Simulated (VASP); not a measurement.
# Li in VASP: further runs

Runs on Li. Level: PBE. Tasks: relaxation of cell and atoms, single point.

Program: VASP 6.6.1. These are calculated values, not measurements. Logs are shortened: lines on timing, memory, paths and dates and some standing lists are left out, and cuts for length are marked.

## (1) The cell of the first run

It takes space group R-3m (No. 166, trigonal). Conventional cell: a = 4.592 Å, b = 4.592 Å, c = 3.289 Å, α = 90.00°, β = 90.00°, γ = 120.00°. Within 3.8 Å of Li (site symmetry -3m) lie 14 Li at 2.87 to 3.44 Å.

## (2) Relaxation of cell and atoms, PBE

INCAR reads:

```
  PREC = Accurate
  ENCUT = 600
  EDIFF = 1E-7
  ISMEAR = 0
  SIGMA = 0.1
  LREAL = False
  LASPH = True
  NELM = 100
  ALGO = Normal
  ISIF = 3
  LWAVE = False
  LCHARG = False
  GGA = PE
  IBRION = 2
  NSW = 100
  EDIFFG = -0.01
```

KPOINTS reads:

```
regular mesh
0
Gamma
  21 21 21
```

POSCAR reads:

```
Li
1.0
    2.2958642457      1.3255178403      1.0964841567
   -2.2958642457      1.3255178403      1.0964841567
    0.0000000000     -2.6510356805      1.0964841567
Li
1
Direct
    0.5000000000      0.5000000000      0.5000000000
```

Potentials or basis: VASP PAW PBE potentials, release 64 (Li_sv).

Command:

```console
cat potpaw_PBE.64/Li_sv/POTCAR > POTCAR
mpirun -np 1 vasp_std > vasp.out
```

OUTCAR:

```text
PREC = Accurate
   ENCUT = 600
   EDIFF = 1E-7
   ISMEAR = 0
   LREAL = False
   LASPH = True
   NELM = 100
   ISIF = 3
   GGA = PE
   IBRION = 2
   NSW = 100
   EDIFFG = -0.01

 ion  position               nearest neighbor table
   1  0.500  0.500  0.500-

  LATTYP: Found a trigonal (rhomboedric) cell.
 ALAT       =     2.8688443118
 COS(alpha) =    -0.2808799996

  Lattice vectors:

 A1 = (   2.2958642457,   1.3255178403,   1.0964841567)
 A2 = (  -2.2958642457,   1.3255178403,   1.0964841567)
 A3 = (   0.0000000000,  -2.6510356805,   1.0964841567)

Analysis of symmetry for initial positions (statically):
=====================================================================
 Subroutine PRICEL returns:
 Original cell was already a primitive cell.

 Routine SETGRP: Setting up the symmetry group for a
 trigonal (rhombohedral) supercell.

 Subroutine GETGRP returns: Found 12 space group operations
 (whereof 12 operations were pure point group operations)
 out of a pool of 12 trial point group operations.

The static configuration has the point symmetry D_3d.

Analysis of symmetry for dynamics (positions and initial velocities):
=====================================================================
 Subroutine PRICEL returns:
 Original cell was already a primitive cell.

 Routine SETGRP: Setting up the symmetry group for a
 trigonal (rhombohedral) supercell.

 Subroutine GETGRP returns: Found 12 space group operations
 (whereof 12 operations were pure point group operations)
 out of a pool of 12 trial point group operations.

The dynamic configuration has the point symmetry D_3d.

 Subroutine INISYM returns: Found 12 space group operations
 (whereof 12 operations are pure point group operations),
 and found     1 'primitive' translations

----------------------------------------------------------------------------------------

                                     Primitive cell

  volume of cell :      20.0210

  direct lattice vectors                    reciprocal lattice vectors
     2.295864246  1.325517840  1.096484157     0.217782912  0.125737023  0.304001961
    -2.295864246  1.325517840  1.096484157    -0.217782912  0.125737023  0.304001961
     0.000000000 -2.651035681  1.096484157     0.000000000 -0.251474045  0.304001961

  length of vectors
     2.868844312  2.868844312  2.868844312     0.394533126  0.394533126  0.394533126

  position of ions in fractional coordinates (direct lattice)
     0.500000000  0.500000000  0.500000000

  ion indices of the primitive-cell ions
   primitive index   ion index
                 1           1

----------------------------------------------------------------------------------------

 KPOINTS: regular mesh

Automatic generation of k-mesh.
 Grid dimensions read from file:
 generate k-points for:   21   21   21

 Generating k-lattice:

  Cartesian coordinates                     Fractional coordinates (reciprocal lattice)
     0.010370615  0.005987477  0.014476284     0.047619048  0.000000000 -0.000000000
    -0.010370615  0.005987477  0.014476284     0.000000000  0.047619048 -0.000000000
     0.000000000 -0.011974955  0.014476284    -0.000000000 -0.000000000  0.047619048

  Length of vectors
     0.018787292  0.018787292  0.018787292

  Shift w.r.t. Gamma in fractional coordinates (k-lattice)
     0.000000000  0.000000000  0.000000000

 Subroutine IBZKPT returns following result:
 ===========================================

 Found    891 irreducible k-points:

 Following reciprocal coordinates:
            Coordinates               Weight
  0.000000  0.000000  0.000000      1.000000
  0.047619  0.000000  0.000000      6.000000
  0.095238  0.000000  0.000000      6.000000
  0.142857  0.000000  0.000000      6.000000
  0.190476  0.000000  0.000000      6.000000
  0.238095  0.000000  0.000000      6.000000
[... 16 lines left out ...]
 -0.428571  0.047619 -0.000000     12.000000
 -0.380952  0.047619 -0.000000     12.000000
 [... further k-points ...]
   k-points           NKPTS =    891   k-points in BZ     NKDIM =    891   number of bands    NBANDS=      5
   number of dos      NEDOS =    301   number of ions     NIONS =      1
   total plane-waves  NPLWV =  13824
   dimension x,y,z NGX =    24 NGY =   24 NGZ =   24
   dimension x,y,z NGXF=    48 NGYF=   48 NGZF=   48
   ions per type =               1
   NGX,Y,Z   is equivalent  to a cutoff of  13.91, 13.91, 13.91 a.u.
   NGXF,Y,Z  is equivalent  to a cutoff of  27.82, 27.82, 27.82 a.u.
 SYSTEM =  unknown system
   PREC   = accura    normal or accurate (medium, high low for compatibility)
   ISTART =      0    job   : 0-new  1-cont  2-samecut
   ICHARG =      2    charge: 1-file 2-atom 10-const
   ISPIN  =      1    spin polarized calculation?
   LNONCOLLINEAR =      F non collinear calculations
   LSORBIT =      F    spin-orbit coupling
   LASPH  =      T    aspherical Exc in radial PAW
   ENCUT  =  600.0 eV  44.10 Ry    6.64 a.u.   5.73  5.73  5.73*2*pi/ulx,y,z
   NELM   =    100;   NELMIN=  2; NELMDL= -5     # of ELM steps
   EDIFF  = 0.1E-06   stopping-criterion for ELM
   LREAL  =      F    real-space projection
   EDIFFG = -.1E-01   stopping-criterion for IOM
   NSW    =    100    number of steps for IOM
   IBRION =      2    ionic relax: 0-MD 1-quasi-New 2-CG
   NFREE  =      1    steps in history (QN), initial steepest desc. (CG)
   ISIF   =      3    stress and relaxation
   ISYM   =      2    0-nonsym 1-usesym 2-fastsym
   POTIM  = 0.5000    time-step for ionic-motion
   TEBEG  =    0.0;   TEEND  =   0.0 temperature during run
   PSTRESS=    0.0 pullay stress
   NELECT =       3.0000    total number of electrons
   NUPDOWN=      -1.0000    fix difference up-down
   EMIN   =  10.00;   EMAX   =-10.00  energy-range for DOS
   EFERMI =   0.00;   METHOD = LEGACY
   ISMEAR =     0;   SIGMA  =   0.10  broadening in eV -4-tet -1-fermi 0-gaus
   EFERMI_NEDOS =   21; number of points for ismear=-14 and -15
   IALGO  =     38    algorithm
   IMIX   =      4    mixing-type and parameters
     AMIX     =   0.40;   BMIX     =  1.00
     AMIX_MAG =   1.60;   BMIX_MAG =  1.00
  volume/ion in A,a.u.               =      20.02       135.11
  Fermi-wavevector in a.u.,A,eV,Ry     =   0.869534  1.643182 10.287231  0.756090
  Thomas-Fermi vector in A             =   1.988370
   LORBIT       =      0    0 simple, 1 ext, 2 COOP (PROOUT), +10 PAW based schemes
   GGA     = PE    functional components
   LHFCALC =     F    Hartree Fock is set to
   AEXX    =    0.0000 exact exchange contribution
   IVDW    =     0    specifies the selected vdW correction
   LEPSILON=     F    determine dielectric tensor
   LRPA    =     F    only Hartree local field effects (RPA)
 conjugate gradient relaxation of ions
 non-spin polarized calculation
 Gauss-broadening in eV      SIGMA  =   0.10
  energy-cutoff  :      600.00
  volume of cell :       20.02
 maximum number of plane-waves:       680
   NGX = 11   NGY = 11   NGZ = 11

--------------------------------------- Ionic step        1  -------------------------------------------

 number of electron       2.9999999 magnetization

 Free energy of the ion-electron system (eV)
  ---------------------------------------------------
  ext. energy  EPLUGINS =         0.00000000
  ---------------------------------------------------
  free energy    TOTEN  =        -1.88735515 eV

  energy without entropy =       -1.88501315  energy(sigma->0) =       -1.88618415

------------------------ aborting loop because EDIFF is reached ----------------------------------------

  FORCE on cell =-STRESS in cart. coord.  units (eV):
  Direction    XX          YY          ZZ          XY          YZ          ZX
  --------------------------------------------------------------------------------------
  -------------------------------------------------------------------------------------
  Total        0.1034705      0.1034705     -0.1980518      0.0000000     -0.0000000      0.0000000
  in kB        8.2802154      8.2802154    -15.8490785      0.0000000     -0.0000000      0.0000000
  external PRESSURE =       0.2371174 kB  Pullay stress =       0.0000000 kB
[... 195 lines left out ...]
  energy  without entropy=       -1.9028208832  energy(sigma->0) =       -1.90412400

--------------------------------------- Ionic step        7  -------------------------------------------

 number of electron       3.0000003 magnetization

 Free energy of the ion-electron system (eV)
  ---------------------------------------------------
  ext. energy  EPLUGINS =         0.00000000
  ---------------------------------------------------
  free energy    TOTEN  =        -1.90549044 eV

  energy without entropy =       -1.90288447  energy(sigma->0) =       -1.90418745

 E-fermi :   0.6658     XC(G=0):  -7.0677

 val. band max:        0.6392550326   @ k =   0.4762   0.2381   0.1905
 cond. band min:       0.6761748506   @ k =   0.4286   0.0476   0.0000
 fundamental gap:      0.0369198180
 Fermi energy:         0.6658334256

 k-point     1 :       0.0000    0.0000    0.0000
  band No.  band energies     occupation
      1     -45.8581      2.00000
      2      -2.9230      2.00000
      3      15.3558      0.00000
      4      15.3572      0.00000
      5      15.3572      0.00000

 k-point     2 :       0.0476    0.0000    0.0000
  band No.  band energies     occupation
      1     -45.8576      2.00000
      2      -2.8799      2.00000
      3      15.0644      0.00000
      4      15.1255      0.00000
      5      15.2807      0.00000
[... 169 lines left out ...]
 k-point    24 :      -0.3810    0.0476   -0.0000
  band No.  band energies     occupation
      1     -45.8415      2.00000
      2      -0.5001      2.00000
      3       6.3250      0.00000
      4      11.3625      0.00000
      5      12.5363      0.00000

 [... further k-points ...]
[... 5 lines left out ...]
  --------------------------------------------------------------------------------------
  -------------------------------------------------------------------------------------
  Total        0.0053955      0.0053955      0.0008866      0.0000000      0.0000000      0.0000000
  in kB        0.4305659      0.4305659      0.0707547      0.0000000      0.0000000      0.0000000
  external PRESSURE =       0.3106289 kB  Pullay stress =       0.0000000 kB
[... 16 lines left out ...]
  FREE ENERGIE OF THE ION-ELECTRON SYSTEM (eV)
  ---------------------------------------------------
  free  energy   TOTEN  =        -1.9054904383 eV

  energy  without entropy=       -1.9028844658  energy(sigma->0) =       -1.90418745

 reached required accuracy - stopping structural energy minimisation
```

It took 86 s on 1 thread of Intel Xeon 6975P-C (Granite Rapids), shared host; peak memory 0.2 GiB.

Results:

* Free energy: -1.9055 eV
* Relaxed volume: 20.08 Å³/atom
* Relaxed cell: a = 2.965 Å, b = 2.965 Å, c = 2.965 Å, α = 109.47°, β = 109.47°, γ = 109.47°
* Space group after relaxing (to 0.05 Å): Im-3m (No. 229)
* Energy gained by relaxing: 18.1 meV/atom
* Ionic steps: 7
* Pressure after relaxing: 0.0 GPa

Step by step:
```csv
step,energy change (eV),largest force (eV/Å),pressure (GPa),volume (Å³)
1,0.0000,0.0000,0.02,20.02
2,-0.0029,0.0000,0.02,20.03
3,-0.0104,0.0000,0.03,20.03
4,-0.0180,0.0000,0.11,19.96
5,-0.0181,0.0000,0.13,19.95
6,-0.0181,0.0000,0.12,19.95
7,-0.0181,0.0000,0.03,20.08
```

Final structure:
```xyz
1
Lattice="2.4213 1.3979 0.9886 -2.4213 1.3979 0.9886 0.0000 -2.7959 0.9886" Properties=species:S:1:pos:R:3 pbc="T T T"
Li    0.0000    0.0000    1.4829
```

Caveat: the cutoff is under 1.25 times the usual one of these potentials, so pressure, stress and relaxed cells hold a basis-set (Pulay) error.

## (3) Single point, PBE

This run uses another cell than the first one: it holds 3 atoms, not 1.

INCAR reads:

```
ALGO = Normal
EDIFF = 1E-7
ENCUT = 520
GGA = PE
ISIF = 2
ISMEAR = 0
LASPH = T
LCHARG = T
LELF = T
LREAL = F
LVHAR = T
LWAVE = F
NBANDS = 12
NELM = 80
PREC = Accurate
SIGMA = 0.1
```

KPOINTS reads:

```
k-points
0
Gamma
  6 6 4
```

POSCAR reads:

```
Li
1.0
    4.5917284913      0.0000000000      0.0000000000
   -2.2958642457      3.9765535207      0.0000000000
    0.0000000000      0.0000000000      3.2894524700
Li
3
Direct
    0.3367009631      0.0000000000      0.3333333333
    0.0000000000      0.3367009631      0.6666666667
    0.6632990369      0.6632990369      0.0000000000
```

Potentials or basis: VASP PAW PBE potentials, release 64 (Li_sv).

Command:

```console
cat potpaw_PBE.64/Li_sv/POTCAR > POTCAR
mpirun -np 1 vasp_std > vasp.out
```

Run time: 11 s. Hardware: 1 thread of Intel Xeon Platinum 8488C (Sapphire Rapids), shared host; peak memory 0.16 GiB.

It converged, with:

- Free energy: -5.6509 eV
- Largest force: 0.038 eV/Å

Forces in eV/Å, atoms in the order of the input:
```
Li  -0.038  0.000  0.000
Li   0.019 -0.033  0.000
Li   0.019  0.033  0.000
```

Levels at points of the mesh, in eV from the Fermi level:
```csv
k point,band 1,band 2,band 3,band 4,band 5,band 6,band 7,band 8,band 9
"(0.00, 0.00, 0.00)",-46.47,-46.44,-46.44,-3.48,3.10,3.16,3.16,3.22,6.68
"(0.50, 0.00, 0.00)",-46.46,-46.45,-46.45,-1.71,-1.71,0.84,4.04,8.52,9.65
"(0.00, 0.00, 0.50)",-46.46,-46.46,-46.43,-0.88,-0.88,5.47,5.47,6.33,6.54
"(0.50, 0.00, 0.50)",-46.45,-46.45,-46.45,-0.09,0.90,0.94,2.85,4.19,4.20
```

Caveat: the k points lie up to 0.48 Å⁻¹ apart; the cutoff is under 1.25 times the usual one of these potentials, so pressure, stress and relaxed cells hold a basis-set (Pulay) error.
